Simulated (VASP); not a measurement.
# PtSe2 in VASP: single point with PBE+D3(BJ)

Aim: the single point of PtSe2 with PBE+D3(BJ).

Everything below comes from runs of VASP 6.6.1. Logs are shortened: lines on timing, memory, paths and dates and some standing lists are left out, and cuts for length are marked.

### 1 The cell of the first run

The cell holds a sheet with vacuum, 15 atoms: a = 3.727 Å, b = 3.727 Å, c = 69.520 Å, α = 90.00°, β = 90.00°, γ = 120.00°.

### 2 Single point, PBE+D3(BJ)

Input file INCAR:

```
ALGO     = Normal         # electronic algorithm
DIPOL    = 0.5 0.5 0.294
EDIFF    = 1E-7           # SCF threshold, eV
ENCUT    = 520            # plane-wave cutoff, eV
GGA      = PE             # functional
IDIPOL   = 3            
ISIF     = 2              # what is computed and relaxed
ISMEAR   = 0              # smearing method
IVDW     = 12             # dispersion correction
LASPH    = T              # aspherical terms in the spheres
LCHARG   = T              # write CHGCAR
LDIPOL   = T            
LELF     = T              # ELF
LREAL    = Auto         
LVACPOTAV= T            
LVHAR    = T            
LWAVE    = F              # write WAVECAR
NBANDS   = 68             # bands
NELM     = 100            # most SCF steps
PREC     = Accurate       # precision mode
SIGMA    = 0.02           # smearing width, eV
```

Input file KPOINTS:

```
k-points
0
Gamma
  12 12 1
```

Input file POSCAR:

```
PtSe2
1.0
    3.7270000000      0.0000000000      0.0000000000
   -1.8635000000      3.2276766799      0.0000000000
    0.0000000000      0.0000000000     69.5199999968
Se Pt
10 5
Direct
    0.6666666667      0.3333333333      0.1332136370
    0.3333333333      0.6666666667      0.1708898378
    0.6666666667      0.3333333333      0.2045165571
    0.3333333333      0.6666666667      0.2420482934
    0.6666666667      0.3333333333      0.2750948048
    0.3333333333      0.6666666667      0.3126497292
    0.6666666667      0.3333333333      0.3456962406
    0.3333333333      0.6666666667      0.3832279769
    0.6666666667      0.3333333333      0.4168546962
    0.3333333333      0.6666666667      0.4545308970
    0.0000000000      0.0000000000      0.1523118734
    0.0000000000      0.0000000000      0.2232821234
    0.0000000000      0.0000000000      0.2938722670
    0.0000000000      0.0000000000      0.3644624105
    0.0000000000      0.0000000000      0.4354326605
```

Potentials or basis: VASP PAW PBE potentials, release 64 (Se, Pt).

Run with:

```
$ cat potpaw_PBE.64/Se/POTCAR potpaw_PBE.64/Pt/POTCAR > POTCAR
$ mpirun -np 1 vasp_std > vasp.out
```

OUTCAR:

```text
EDIFF = 1E-7
   ENCUT = 520
   GGA = PE
   ISIF = 2
   ISMEAR = 0
   IVDW = 12
   LASPH = T
   LREAL = Auto
   NELM = 100
   PREC = Accurate
 IVDW          = 12

 ion  position               nearest neighbor table
   1  0.667  0.333  0.133-  11 2.53  11 2.53  11 2.53
   2  0.333  0.667  0.171-  11 2.51  11 2.51  11 2.51
   3  0.667  0.333  0.205-  12 2.52  12 2.52  12 2.52
   4  0.333  0.667  0.242-  12 2.52  12 2.52  12 2.52
   5  0.667  0.333  0.275-  13 2.52  13 2.52  13 2.52
   6  0.333  0.667  0.313-  13 2.52  13 2.52  13 2.52
   7  0.667  0.333  0.346-  14 2.52  14 2.52  14 2.52
   8  0.333  0.667  0.383-  14 2.52  14 2.52  14 2.52
   9  0.667  0.333  0.417-  15 2.51  15 2.51  15 2.51
  10  0.333  0.667  0.455-  15 2.53  15 2.53  15 2.53
  11  0.000  0.000  0.152-   2 2.51   2 2.51   2 2.51   1 2.53   1 2.53   1 2.53
  12  0.000  0.000  0.223-   3 2.52   3 2.52   3 2.52   4 2.52   4 2.52   4 2.52
  13  0.000  0.000  0.294-   5 2.52   6 2.52   6 2.52   5 2.52   5 2.52   6 2.52
  14  0.000  0.000  0.364-   8 2.52   8 2.52   8 2.52   7 2.52   7 2.52   7 2.52
  15  0.000  0.000  0.435-   9 2.51   9 2.51   9 2.51  10 2.53  10 2.53  10 2.53

  LATTYP: Found a hexagonal cell.
 ALAT       =     3.7270000000
 C/A-ratio  =    18.6530721752

  Lattice vectors:

 A1 = (   3.7270000000,   0.0000000000,   0.0000000000)
 A2 = (  -1.8635000000,   3.2276766799,   0.0000000000)
 A3 = (   0.0000000000,   0.0000000000,  69.5199999968)

Analysis of symmetry for initial positions (statically):
=====================================================================
 Subroutine PRICEL returns:
 Original cell was already a primitive cell.

 Routine SETGRP: Setting up the symmetry group for a
 hexagonal supercell.

 Subroutine GETGRP returns: Found 12 space group operations
 (whereof  6 operations were pure point group operations)
 out of a pool of 24 trial point group operations.

The static configuration has the point symmetry C_3v.
 The point group associated with its full space group is D_3d.

Analysis of symmetry for dynamics (positions and initial velocities):
=====================================================================
 Subroutine PRICEL returns:
 Original cell was already a primitive cell.

 Routine SETGRP: Setting up the symmetry group for a
 hexagonal supercell.

 Subroutine GETGRP returns: Found 12 space group operations
 (whereof  6 operations were pure point group operations)
 out of a pool of 24 trial point group operations.

The dynamic configuration has the point symmetry C_3v.
 The point group associated with its full space group is D_3d.

 Subroutine INISYM returns: Found 12 space group operations
 (whereof  6 operations are pure point group operations),
 and found     1 'primitive' translations

----------------------------------------------------------------------------------------

                                     Primitive cell

  volume of cell :     836.2944

  direct lattice vectors                    reciprocal lattice vectors
     3.727000000  0.000000000  0.000000000     0.268312316  0.154910188  0.000000000
    -1.863500000  3.227676680  0.000000000     0.000000000  0.309820375  0.000000000
     0.000000000  0.000000000 69.519999997     0.000000000  0.000000000  0.014384350

  length of vectors
     3.727000000  3.727000000 69.519999997     0.309820375  0.309820375  0.014384350

  position of ions in fractional coordinates (direct lattice)
     0.666666667  0.333333333  0.133213637
     0.333333333  0.666666667  0.170889838
     0.666666667  0.333333333  0.204516557
     0.333333333  0.666666667  0.242048293
     0.666666667  0.333333333  0.275094805
     0.333333333  0.666666667  0.312649729
     0.666666667  0.333333333  0.345696241
     0.333333333  0.666666667  0.383227977
     0.666666667  0.333333333  0.416854696
     0.333333333  0.666666667  0.454530897
     0.000000000  0.000000000  0.152311873
     0.000000000  0.000000000  0.223282123
     0.000000000  0.000000000  0.293872267
     0.000000000  0.000000000  0.364462411
     0.000000000  0.000000000  0.435432660

[... 35 lines left out ...]

  Shift w.r.t. Gamma in fractional coordinates (k-lattice)
     0.000000000  0.000000000  0.000000000

 Subroutine IBZKPT returns following result:
 ===========================================

 Found     19 irreducible k-points:

 Following reciprocal coordinates:
            Coordinates               Weight
  0.000000  0.000000  0.000000      1.000000
  0.083333 -0.000000  0.000000      6.000000
  0.166667 -0.000000  0.000000      6.000000
  0.250000  0.000000  0.000000      6.000000
  0.333333  0.000000  0.000000      6.000000
  0.416667  0.000000  0.000000      6.000000
[... 11 lines left out ...]
  0.333333  0.250000  0.000000     12.000000
  0.333333  0.333333  0.000000      2.000000
   k-points           NKPTS =     19   k-points in BZ     NKDIM =     19   number of bands    NBANDS=     68
   number of dos      NEDOS =    301   number of ions     NIONS =     15
   total plane-waves  NPLWV = 423360
   dimension x,y,z NGX =    28 NGY =   28 NGZ =  540
   dimension x,y,z NGXF=    56 NGYF=   56 NGZF= 1080
   ions per type =              10   5
   NGX,Y,Z   is equivalent  to a cutoff of  12.49, 12.49, 12.91 a.u.
   NGXF,Y,Z  is equivalent  to a cutoff of  24.98, 24.98, 25.83 a.u.
 SYSTEM =  unknown system
   PREC   = accura    normal or accurate (medium, high low for compatibility)
   ISTART =      0    job   : 0-new  1-cont  2-samecut
   ICHARG =      2    charge: 1-file 2-atom 10-const
   ISPIN  =      1    spin polarized calculation?
   LNONCOLLINEAR =      F non collinear calculations
   LSORBIT =      F    spin-orbit coupling
   LASPH  =      T    aspherical Exc in radial PAW
   ENCUT  =  520.0 eV  38.22 Ry    6.18 a.u.   6.93  6.93129.26*2*pi/ulx,y,z
   NELM   =    100;   NELMIN=  2; NELMDL= -5     # of ELM steps
   EDIFF  = 0.1E-06   stopping-criterion for ELM
   LREAL  =      T    real-space projection
   EDIFFG = 0.1E-05   stopping-criterion for IOM
   NSW    =      0    number of steps for IOM
   IBRION =     -1    ionic relax: 0-MD 1-quasi-New 2-CG
   NFREE  =      0    steps in history (QN), initial steepest desc. (CG)
   ISIF   =      2    stress and relaxation
   ISYM   =      2    0-nonsym 1-usesym 2-fastsym
   POTIM  = 0.5000    time-step for ionic-motion
   TEBEG  =    0.0;   TEEND  =   0.0 temperature during run
   PSTRESS=    0.0 pullay stress
   NELECT =     110.0000    total number of electrons
   NUPDOWN=      -1.0000    fix difference up-down
   EMIN   =  10.00;   EMAX   =-10.00  energy-range for DOS
   EFERMI =   0.00;   METHOD = LEGACY
   ISMEAR =     0;   SIGMA  =   0.02  broadening in eV -4-tet -1-fermi 0-gaus
   EFERMI_NEDOS =   21; number of points for ismear=-14 and -15
   IALGO  =     38    algorithm
   IMIX   =      4    mixing-type and parameters
     AMIX     =   0.40;   BMIX     =  1.00
     AMIX_MAG =   1.60;   BMIX_MAG =  1.00
  volume/ion in A,a.u.               =      55.75       376.24
  Fermi-wavevector in a.u.,A,eV,Ry     =   0.832567  1.573324  9.431127  0.693168
  Thomas-Fermi vector in A             =   1.945645
   LORBIT       =      0    0 simple, 1 ext, 2 COOP (PROOUT), +10 PAW based schemes
   GGA     = PE    functional components
   LHFCALC =     F    Hartree Fock is set to
   AEXX    =    0.0000 exact exchange contribution
   IVDW    =    12    specifies the selected vdW correction
   LEPSILON=     F    determine dielectric tensor
   LRPA    =     F    only Hartree local field effects (RPA)
 non-spin polarized calculation
 Gauss-broadening in eV      SIGMA  =   0.02
  energy-cutoff  :      520.00
  volume of cell :      836.29
 maximum number of plane-waves:     22601
 NGX is ok and might be reduce to    28
   NGX = 13   NGY = 13   NGZ =259

 dipolmoment           0.000000      0.000000     -0.000000 electrons x Angstroem

 number of electron     109.9999994 magnetization

 dipolmoment           0.000000      0.000000      0.000001 electrons x Angstroem

 Free energy of the ion-electron system (eV)
  ---------------------------------------------------
  ext. energy  EPLUGINS =         0.00000000
  ---------------------------------------------------
  free energy    TOTEN  =       -71.02026968 eV

  energy without entropy =      -71.01893670  energy(sigma->0) =      -71.01960319

 E-fermi :  -0.6091     XC(G=0):  -4.0465

 val. band max:       -0.6208964205   @ k =   0.3333   0.3333   0.0000
 cond. band min:      -0.5991474926   @ k =   0.3333   0.2500   0.0000
 fundamental gap:      0.0217489279
 Fermi energy:        -0.6090770224

 k-point     1 :       0.0000    0.0000    0.0000
  band No.  band energies     occupation
      1     -16.3584      2.00000
      2     -16.1966      2.00000
      3     -15.9765      2.00000
      4     -15.7266      2.00000
      5     -15.5359      2.00000
      6     -14.7353      2.00000
[... 1319 lines left out ...]
     66       3.2606      0.00000
     67       3.7695      0.00000
 [bands above 67 left out]

------------------------ aborting loop because EDIFF is reached ----------------------------------------

 vacuum level on the upper side and lower side of the slab       (xc-potential included)        -0.068        -0.068

 Edisp (eV)   -6.73825

 E8    (eV) :    -2.9348

  FORCE on cell =-STRESS in cart. coord.  units (eV):
  Direction    XX          YY          ZZ          XY          YZ          ZX
  --------------------------------------------------------------------------------------
  -------------------------------------------------------------------------------------
  Total       2.80897     2.80897    -0.04190     0.00000    -0.00000    -0.00000
  in kB       5.38144     5.38144    -0.08027     0.00000    -0.00000    -0.00000
  external pressure =        3.56 kB  Pullay stress =        0.00 kB

 VOLUME and BASIS-vectors are now :
 -----------------------------------------------------------------------------
  energy-cutoff  :      520.00
  volume of cell :      836.29
      direct lattice vectors                 reciprocal lattice vectors
     3.727000000  0.000000000  0.000000000     0.268312316  0.154910188  0.000000000
    -1.863500000  3.227676680  0.000000000     0.000000000  0.309820375  0.000000000
     0.000000000  0.000000000 69.519999997     0.000000000  0.000000000  0.014384350

 POSITION                                       TOTAL-FORCE (eV/Angst)
 -----------------------------------------------------------------------------------
      1.86350      1.07589      9.26101         0.000000     -0.000000      0.002536
     -0.00000      2.15178     11.88026        -0.000000      0.000000      0.010733
      1.86350      1.07589     14.21799        -0.000000      0.000000     -0.007551
     -0.00000      2.15178     16.82720        -0.000000      0.000000      0.006665
      1.86350      1.07589     19.12459         0.000000      0.000000     -0.010455
     -0.00000      2.15178     21.73541        -0.000000     -0.000000      0.010455
      1.86350      1.07589     24.03280         0.000000     -0.000000     -0.006665
     -0.00000      2.15178     26.64201         0.000000     -0.000000      0.007551
      1.86350      1.07589     28.97974         0.000000     -0.000000     -0.010733
     -0.00000      2.15178     31.59899        -0.000000     -0.000000     -0.002536
      0.00000      0.00000     10.58872        -0.000000     -0.000000     -0.008161
      0.00000      0.00000     15.52257        -0.000000     -0.000000     -0.006209
      0.00000      0.00000     20.43000        -0.000000     -0.000000     -0.000000
      0.00000      0.00000     25.33743        -0.000000      0.000000      0.006209
      0.00000      0.00000     30.27128         0.000000     -0.000000      0.008161
 -----------------------------------------------------------------------------------
    total drift:                               -0.000000      0.000000      0.000030

  FREE ENERGIE OF THE ION-ELECTRON SYSTEM (eV)
  ---------------------------------------------------
  free  energy   TOTEN  =       -77.7585214957 eV

  energy  without entropy=      -77.7571885093  energy(sigma->0) =      -77.75785500

 vacuum level on the upper side and lower side of the slab         4.079         4.079
```

Wall time 87 min (1 thread of Intel Xeon Platinum 8259CL at 2.50GHz (Skylake/Cascade Lake), shared host); peak memory 1.2 GiB.

Results:

```
Free energy                     : -77.7585 eV
Largest force                   : 0.011 eV/Å
Band gap on the k mesh          : zero (band 55 reaches -0.24 eV, above the bottom of band 56 at -0.62 eV)
Dispersion energy per atom      : -0.449 eV
Work function of the upper face : 4.69 eV
Work function of the lower face : 4.69 eV
```

Forces on the atoms (eV/Å):
```
Se   0.000  0.000  0.003
Se   0.000  0.000  0.011
Se   0.000  0.000 -0.008
Se   0.000  0.000  0.007
Se   0.000  0.000 -0.010
Se   0.000  0.000  0.010
Se   0.000  0.000 -0.007
Se   0.000  0.000  0.008
Se   0.000  0.000 -0.011
Se   0.000  0.000 -0.003
Pt   0.000  0.000 -0.008
Pt   0.000  0.000 -0.006
Pt   0.000  0.000  0.000
Pt   0.000  0.000  0.006
Pt   0.000  0.000  0.008
```

Levels at points of the mesh, in eV from the Fermi level:
```tsv
k point	band 52	band 53	band 54	band 55	band 56	band 57	band 58	band 59
(0.00, 0.00, 0.00)	-1.03	-0.91	-0.23	0.37	1.17	1.17	1.45	1.45
(0.50, 0.00, 0.00)	-2.67	-2.30	-1.80	-1.43	0.57	0.71	0.94	1.09
```

Caveat: spin-orbit coupling is left out, which moves the levels of the heavy elements.
